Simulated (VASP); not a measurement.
# W in VASP: settings compared

W is run at these levels: LDA, PBE, BLYP; tasks: single point.

All numbers are computed with VASP 6.6.1; they aren't measurements. Logs are shortened: lines on timing, memory, paths and dates and some standing lists are left out, and cuts for length are marked.

**1. The cell of the first run**

Symmetry: Fm-3m, No. 225, cubic system. Conventional cell: a = 4.140 Å, b = 4.140 Å, c = 4.140 Å, α = 90.00°, β = 90.00°, γ = 90.00°. Within 3.9 Å of W (site symmetry m-3m) lie 12 W at 2.93 Å.

**2. Single point, LDA (volume scaled by 1.06)**

Contents of INCAR:

```
SYSTEM = W
  PREC = Accurate
  ENCUT = 520
  EDIFF = 1E-6
  ISMEAR = -1
  SIGMA = 0.05
  LREAL = .FALSE.
  LASPH = .TRUE.
  NELM = 80
  ALGO = Fast
  ISIF = 2
  LWAVE = .FALSE.
  LCHARG = .FALSE.
  NBANDS = 13
```

Contents of KPOINTS:

```
regular mesh
0
G
  11 11 11
  0 0 0
```

Contents of POSCAR:

```
W
1.0
    0.0000000000      2.0698140295      2.0698140295
    2.0698140295      0.0000000000      2.0698140295
    2.0698140295      2.0698140295      0.0000000000
W
1
Direct
    0.0000000000      0.0000000000      0.0000000000
```

Potentials or basis: VASP PAW LDA potentials, release 64 (W_sv).

The run is started by

```sh
$ cat potpaw_LDA.64/W_sv/POTCAR > POTCAR
$ mpirun -np 1 vasp_std > vasp.out
```

OUTCAR:

```text
SYSTEM = W
   PREC = Accurate
   ENCUT = 520
   EDIFF = 1E-6
   ISMEAR = -1
   LREAL = .FALSE.
   LASPH = .TRUE.
   NELM = 80
   ISIF = 2

 ion  position               nearest neighbor table
   1  0.000  0.000  0.000-

  LATTYP: Found a face centered cubic cell.
 ALAT       =     4.1396280590

  Lattice vectors:

 A1 = (   0.0000000000,   2.0698140295,   2.0698140295)
 A2 = (   2.0698140295,   0.0000000000,   2.0698140295)
 A3 = (   2.0698140295,   2.0698140295,   0.0000000000)

Analysis of symmetry for initial positions (statically):
=====================================================================
 Subroutine PRICEL returns:
 Original cell was already a primitive cell.

 Routine SETGRP: Setting up the symmetry group for a
 face centered cubic supercell.

 Subroutine GETGRP returns: Found 48 space group operations
 (whereof 48 operations were pure point group operations)
 out of a pool of 48 trial point group operations.

The static configuration has the point symmetry O_h .

Analysis of symmetry for dynamics (positions and initial velocities):
=====================================================================
 Subroutine PRICEL returns:
 Original cell was already a primitive cell.

 Routine SETGRP: Setting up the symmetry group for a
 face centered cubic supercell.

 Subroutine GETGRP returns: Found 48 space group operations
 (whereof 48 operations were pure point group operations)
 out of a pool of 48 trial point group operations.

The dynamic configuration has the point symmetry O_h .

 Subroutine INISYM returns: Found 48 space group operations
 (whereof 48 operations are pure point group operations),
 and found     1 'primitive' translations

----------------------------------------------------------------------------------------

                                     Primitive cell

  volume of cell :      17.7347

  direct lattice vectors                    reciprocal lattice vectors
     0.000000000  2.069814029  2.069814029    -0.241567596  0.241567596  0.241567596
     2.069814029  0.000000000  2.069814029     0.241567596 -0.241567596  0.241567596
     2.069814029  2.069814029  0.000000000     0.241567596  0.241567596 -0.241567596

  length of vectors
     2.927159072  2.927159072  2.927159072     0.418407350  0.418407350  0.418407350

  position of ions in fractional coordinates (direct lattice)
     0.000000000  0.000000000  0.000000000

  ion indices of the primitive-cell ions
   primitive index   ion index
                 1           1

----------------------------------------------------------------------------------------

 KPOINTS: regular mesh

Automatic generation of k-mesh.
 Grid dimensions read from file:
 generate k-points for:   11   11   11

 Generating k-lattice:

  Cartesian coordinates                     Fractional coordinates (reciprocal lattice)
    -0.021960691  0.021960691  0.021960691     0.090909091  0.000000000  0.000000000
     0.021960691 -0.021960691  0.021960691     0.000000000  0.090909091  0.000000000
     0.021960691  0.021960691 -0.021960691     0.000000000  0.000000000  0.090909091

  Length of vectors
     0.038037032  0.038037032  0.038037032

  Shift w.r.t. Gamma in fractional coordinates (k-lattice)
     0.000000000  0.000000000  0.000000000

 Subroutine IBZKPT returns following result:
 ===========================================

 Found     56 irreducible k-points:

 Following reciprocal coordinates:
            Coordinates               Weight
  0.000000  0.000000  0.000000      1.000000
  0.090909  0.000000  0.000000      8.000000
  0.181818  0.000000  0.000000      8.000000
  0.272727  0.000000  0.000000      8.000000
  0.363636  0.000000  0.000000      8.000000
  0.454545  0.000000  0.000000      8.000000
[... 16 lines left out ...]
 -0.272727  0.181818  0.000000     24.000000
 -0.181818  0.181818  0.000000     12.000000
 [... further k-points ...]
   k-points           NKPTS =     56   k-points in BZ     NKDIM =     56   number of bands    NBANDS=     13
   number of dos      NEDOS =    301   number of ions     NIONS =      1
   total plane-waves  NPLWV =  13824
   dimension x,y,z NGX =    24 NGY =   24 NGZ =   24
   dimension x,y,z NGXF=    48 NGYF=   48 NGZF=   48
   ions per type =               1
   NGX,Y,Z   is equivalent  to a cutoff of  13.63, 13.63, 13.63 a.u.
   NGXF,Y,Z  is equivalent  to a cutoff of  27.26, 27.26, 27.26 a.u.
 SYSTEM =  W
   PREC   = accura    normal or accurate (medium, high low for compatibility)
   ISTART =      0    job   : 0-new  1-cont  2-samecut
   ICHARG =      2    charge: 1-file 2-atom 10-const
   ISPIN  =      1    spin polarized calculation?
   LNONCOLLINEAR =      F non collinear calculations
   LSORBIT =      F    spin-orbit coupling
   LASPH  =      T    aspherical Exc in radial PAW
   ENCUT  =  520.0 eV  38.22 Ry    6.18 a.u.   5.44  5.44  5.44*2*pi/ulx,y,z
   NELM   =     80;   NELMIN=  2; NELMDL= -5     # of ELM steps
   EDIFF  = 0.1E-05   stopping-criterion for ELM
   LREAL  =      F    real-space projection
   EDIFFG = 0.1E-04   stopping-criterion for IOM
   NSW    =      0    number of steps for IOM
   IBRION =     -1    ionic relax: 0-MD 1-quasi-New 2-CG
   NFREE  =      0    steps in history (QN), initial steepest desc. (CG)
   ISIF   =      2    stress and relaxation
   ISYM   =      2    0-nonsym 1-usesym 2-fastsym
   POTIM  = 0.5000    time-step for ionic-motion
   TEBEG  =    0.0;   TEEND  =   0.0 temperature during run
   PSTRESS=    0.0 pullay stress
   NELECT =      14.0000    total number of electrons
   NUPDOWN=      -1.0000    fix difference up-down
   EMIN   =  10.00;   EMAX   =-10.00  energy-range for DOS
   EFERMI =   0.00;   METHOD = LEGACY
   ISMEAR =    -1;   SIGMA  =   0.05  broadening in eV -4-tet -1-fermi 0-gaus
   EFERMI_NEDOS =   21; number of points for ismear=-14 and -15
   IALGO  =     68    algorithm
   IMIX   =      4    mixing-type and parameters
     AMIX     =   0.40;   BMIX     =  1.00
     AMIX_MAG =   1.60;   BMIX_MAG =  1.00
  volume/ion in A,a.u.               =      17.73       119.68
  Fermi-wavevector in a.u.,A,eV,Ry     =   1.513014  2.859181 31.146598  2.289210
  Thomas-Fermi vector in A             =   2.622861
   LORBIT       =      0    0 simple, 1 ext, 2 COOP (PROOUT), +10 PAW based schemes
   GGA     = CA    functional components
   LHFCALC =     F    Hartree Fock is set to
   AEXX    =    0.0000 exact exchange contribution
   IVDW    =     0    specifies the selected vdW correction
   LEPSILON=     F    determine dielectric tensor
   LRPA    =     F    only Hartree local field effects (RPA)
 non-spin polarized calculation
 RMM-DIIS sequential band-by-band and
  energy-cutoff  :      520.00
  volume of cell :       17.73
 maximum number of plane-waves:       531
 NGX is ok and might be reduce to    24
   NGX = 11   NGY = 11   NGZ = 11

 number of electron      13.9999998 magnetization

 Free energy of the ion-electron system (eV)
  ---------------------------------------------------
  ext. energy  EPLUGINS =         0.00000000
  ---------------------------------------------------
  free energy    TOTEN  =       -13.42963839 eV

  energy without entropy =      -13.42009690  energy(sigma->0) =      -13.42486765

 E-fermi :   9.3146     XC(G=0): -13.2005

 val. band max:        9.2752516971   @ k =  -0.2727   0.0909   0.0000
 cond. band min:       9.3326550180   @ k =   0.1818   0.0909   0.0000
 fundamental gap:      0.0574033209
 Fermi energy:         9.3145554638

 k-point     1 :       0.0000    0.0000    0.0000
  band No.  band energies     occupation
      1     -64.0653      2.00000
      2     -28.0287      2.00000
      3     -28.0287      2.00000
      4     -28.0287      2.00000
      5       0.8110      2.00000
      6       8.8111      1.99992
      7       8.8111      1.99992
      8       8.8111      1.99992
      9      11.5661      0.00000
     10      11.5661      0.00000
     11      22.0850      0.00000
     12      26.8564      0.00000
     13      26.8564      0.00000

 k-point     2 :       0.0909    0.0000    0.0000
  band No.  band energies     occupation
      1     -64.0591      2.00000
      2     -28.1036      2.00000
      3     -28.0385      2.00000
      4     -28.0385      2.00000
      5       1.1403      2.00000
      6       8.5774      2.00000
      7       8.9583      1.99839
      8       8.9583      1.99839
      9      11.4468      0.00000
     10      11.4468      0.00000
     11      22.7197      0.00000
     12      25.5840      0.00000
     13      27.4634      0.00000

 k-point     3 :       0.1818    0.0000    0.0000
  band No.  band energies     occupation
      1     -64.0428      2.00000
      2     -28.3009      2.00000
      3     -28.0648      2.00000
      4     -28.0647      2.00000
      5       2.0361      2.00000
      6       8.1070      2.00000
      7       9.2167      1.75231
      8       9.2167      1.75231
      9      11.3603      0.00000
     10      11.3603      0.00000
     11      23.3099      0.00000
     12      24.6278      0.00000
     13      29.1420      0.00000

 k-point     4 :       0.2727    0.0000    0.0000
  band No.  band energies     occupation
      1     -64.0214      2.00000
      2     -28.5520      2.00000
      3     -28.0989      2.00000
      4     -28.0989      2.00000
      5       3.1616      2.00000
      6       7.9246      2.00000
      7       9.1505      1.92748
      8       9.1505      1.92748
      9      11.8754      0.00000
     10      11.8754      0.00000
     11      21.7119      0.00000
     12      25.2325      0.00000
     13      31.1017      0.00000

 k-point     5 :       0.3636    0.0000    0.0000
  band No.  band energies     occupation
      1     -64.0017      2.00000
      2     -28.7759      2.00000
      3     -28.1300      2.00000
      4     -28.1300      2.00000
      5       3.9148      2.00000
      6       8.5798      2.00000
      7       8.8507      1.99981
      8       8.8507      1.99981
      9      12.8652      0.00000
     10      12.8652      0.00000
     11      20.1718      0.00000
     12      23.2809      0.00000
     13      29.1806      0.00000

 k-point     6 :       0.4545    0.0000    0.0000
  band No.  band energies     occupation
      1     -63.9900      2.00000
      2     -28.9060      2.00000
      3     -28.1484      2.00000
      4     -28.1484      2.00000
      5       4.1279      2.00000
      6       8.6389      2.00000
      7       8.6389      2.00000
      8       9.6845      0.00122
      9      13.6710      0.00000
     10      13.6710      0.00000
     11      18.7443      0.00000
     12      21.8640      0.00000
     13      27.4039      0.00000

 k-point     7 :       0.0909    0.0909    0.0000
  band No.  band energies     occupation
      1     -64.0571      2.00000
      2     -28.1017      2.00000
      3     -28.0551      2.00000
      4     -28.0551      2.00000
      5       1.2508      2.00000
      6       8.4049      2.00000
      7       9.0723      1.98439
      8       9.0723      1.98439
      9      11.0706      0.00000
     10      11.7115      0.00000
     11      22.9488      0.00000
     12      26.0796      0.00000
     13      27.1314      0.00000
[... 193 lines left out ...]
 k-point    20 :       0.4545    0.1818    0.0000
  band No.  band energies     occupation
      1     -63.9856      2.00000
      2     -28.7804      2.00000
      3     -28.2787      2.00000
      4     -28.2139      2.00000
      5       4.9670      2.00000
      6       7.2897      2.00000
      7       8.2746      2.00000
      8       9.8265      0.00007
      9      13.8928      0.00000
     10      14.1495      0.00000
     11      19.3868      0.00000
     12      24.2257      0.00000
     13      26.0851      0.00000

 k-point    21 :      -0.4545    0.1818    0.0000
  band No.  band energies     occupation
      1     -63.9790      2.00000
      2     -28.8361      2.00000
      3     -28.3288      2.00000
      4     -28.2032      2.00000
      5       5.1668      2.00000
      6       7.3704      2.00000
      7       8.7817      1.99995
      8       9.5926      0.00766
      9      13.6516      0.00000
     10      15.6398      0.00000
     11      17.7647      0.00000
     12      23.8389      0.00000
     13      26.4603      0.00000

 k-point    22 :      -0.3636    0.1818    0.0000
  band No.  band energies     occupation
      1     -63.9829      2.00000
      2     -28.7941      2.00000
      3     -28.3474      2.00000
      4     -28.1720      2.00000
      5       5.2079      2.00000
      6       7.5900      2.00000
      7       8.4157      2.00000
      8       9.5543      0.01639
      9      12.6116      0.00000
     10      15.3878      0.00000
     11      19.1689      0.00000
     12      24.1371      0.00000
     13      25.3692      0.00000

 k-point    23 :      -0.2727    0.1818    0.0000
  band No.  band energies     occupation
      1     -63.9961      2.00000
      2     -28.6754      2.00000
      3     -28.3195      2.00000
      4     -28.1301      2.00000
      5       4.8264      2.00000
      6       7.5499      2.00000
      7       8.1165      2.00000
      8       9.7541      0.00030
      9      11.3322      0.00000
     10      14.5952      0.00000
     11      21.3531      0.00000
     12      24.9926      0.00000
     13      25.8544      0.00000

 k-point    24 :      -0.1818    0.1818    0.0000
  band No.  band energies     occupation
      1     -64.0142      2.00000
      2     -28.5285      2.00000
      3     -28.2400      2.00000
      4     -28.0905      2.00000
      5       3.7658      2.00000
      6       7.4383      2.00000
      7       8.7482      1.99998
      8      10.1641      0.00000
      9      10.2397      0.00000
     10      13.3281      0.00000
     11      22.9794      0.00000
     12      26.4310      0.00000
     13      27.1205      0.00000

 [... further k-points ...]
[... 5 lines left out ...]
  --------------------------------------------------------------------------------------
  -------------------------------------------------------------------------------------
  Total       -3.2134642     -3.2134642     -3.2134642      0.0000000     -0.0000000      0.0000000
  in kB     -290.3087133   -290.3087133   -290.3087133      0.0000000     -0.0000000      0.0000000
  external PRESSURE =    -290.3087133 kB  Pullay stress =       0.0000000 kB

 VOLUME and BASIS-vectors are now :
 -----------------------------------------------------------------------------
  energy-cutoff  :      520.00
  volume of cell :       17.73
      direct lattice vectors                 reciprocal lattice vectors
     0.000000000  2.069814029  2.069814029    -0.241567596  0.241567596  0.241567596
     2.069814029  0.000000000  2.069814029     0.241567596 -0.241567596  0.241567596
     2.069814029  2.069814029  0.000000000     0.241567596  0.241567596 -0.241567596

 POSITION                                       TOTAL-FORCE (eV/Angst)
 -----------------------------------------------------------------------------------
      0.00000      0.00000      0.00000         0.000000      0.000000      0.000000
 -----------------------------------------------------------------------------------
    total drift:                               -0.000000      0.000000     -0.000000

  FREE ENERGIE OF THE ION-ELECTRON SYSTEM (eV)
  ---------------------------------------------------
  free  energy   TOTEN  =       -13.4296383948 eV

  energy  without entropy=      -13.4200969037  energy(sigma->0) =      -13.42486765
```

Wall time 10 s (1 thread of Intel Xeon Platinum 8488C (Sapphire Rapids), shared host); peak memory 0.13 GiB.

Results:

```yaml
Free_energy: -13.4296 eV
Pressure: -29.0 GPa
Band_gap_on_the_k_mesh: zero (band 7 reaches 11.73 eV, above the bottom of band 8 at 8.81 eV)
```

Caveat: spin-orbit coupling is left out, which moves the levels of the heavy elements.

**3. Single point, PBE (volume scaled by 1.04)**

Contents of INCAR:

```
ALGO = Normal ; EDIFF = 1E-6
ENCUT = 520 ; GGA = PE
ISIF = 2 ; ISMEAR = -1
LASPH = True ; LCHARG = False
LREAL = False ; LWAVE = False
NBANDS = 13 ; NELM = 100
PREC = Accurate ; SIGMA = 0.05
```

Contents of KPOINTS:

```
k-points
0
Gamma
  11 11 11
```

Contents of POSCAR:

```
W
1.0
    0.0000000000      2.0567135898      2.0567135898
    2.0567135898      0.0000000000      2.0567135898
    2.0567135898      2.0567135898      0.0000000000
W
1
Direct
    0.0000000000      0.0000000000      0.0000000000
```

Potentials or basis: VASP PAW PBE potentials, release 64 (W_sv).

The run is started by

```sh
$ cat potpaw_PBE.64/W_sv/POTCAR > POTCAR
$ mpirun -np 1 vasp_std > vasp.out
```

Wall time 11 s (1 thread of Intel Xeon Platinum 8488C (Sapphire Rapids), shared host); peak memory 0.14 GiB.

It converged, with:

```
Free energy            : -12.4422 eV
Pressure               : -14.3 GPa
Band gap on the k mesh : zero (band 7 reaches 12.08 eV, above the bottom of band 8 at 9.22 eV)
```

Levels at points of the mesh, in eV from the Fermi level:
```
           k point  band 5  band 6  band 7  band 8  band 9  band 10
(0.00, 0.00, 0.00)   -8.71   -0.52   -0.52   -0.52    2.36     2.36
```

Caveat: spin-orbit coupling is left out, which moves the levels of the heavy elements.

**4. Single point, PBE (the cell strained at random)**

Contents of INCAR:

```
SYSTEM = W
PREC = Accurate
ENCUT = 520
EDIFF = 1E-7
ISMEAR = -1
SIGMA = 0.05
LREAL = .FALSE.
LASPH = .TRUE.
NELM = 80
ALGO = Fast
ISIF = 2
LWAVE = .FALSE.
LCHARG = .TRUE.
GGA = PE
LELF = .TRUE.
LVHAR = .TRUE.
NBANDS = 13
```

Contents of KPOINTS:

```
regular mesh
0
G
  11 11 11
  0 0 0
```

Contents of POSCAR:

```
W
1.0
    0.0119230000      2.0082280000      2.0318620000
    2.0297100000      0.0110640000      2.0327210000
    2.0541460000      2.0335240000     -0.0133730000
W
1
Direct
   -0.0067530000     -0.0087400000      0.0141000000
```

The run is started by

```sh
$ cat potpaw_PBE.64/W_sv/POTCAR > POTCAR
$ mpirun -np 1 vasp_std > vasp.out
```

Run time: 2.1 min. Hardware: 1 thread of Intel Xeon Platinum 8488C (Sapphire Rapids), shared host; peak memory 0.25 GiB.

Results (log left out):

* Free energy: -12.4859 eV
* Pressure: -4.3 GPa
* Band gap on the k mesh: zero (band 7 reaches 12.93 eV, above the bottom of band 8 at 9.76 eV)

Stress tensor (GPa, compression positive):
```
-3.70  2.44 -0.75
 2.44 -6.14 -1.04
-0.75 -1.04 -3.19
```

Levels at points of the mesh, in eV from the Fermi level:
```tsv
k point	band 4	band 5	band 6	band 7	band 8	band 9	band 10	band 11
(0.00, 0.00, 0.00)	-37.36	-8.91	-0.75	-0.57	-0.35	2.38	2.60	12.74
```

Caveat: the cell differs from its parent crystal (the cell strained at random); spin-orbit coupling is left out, which moves the levels of the heavy elements.

(Part 1 of 2 ends here.)
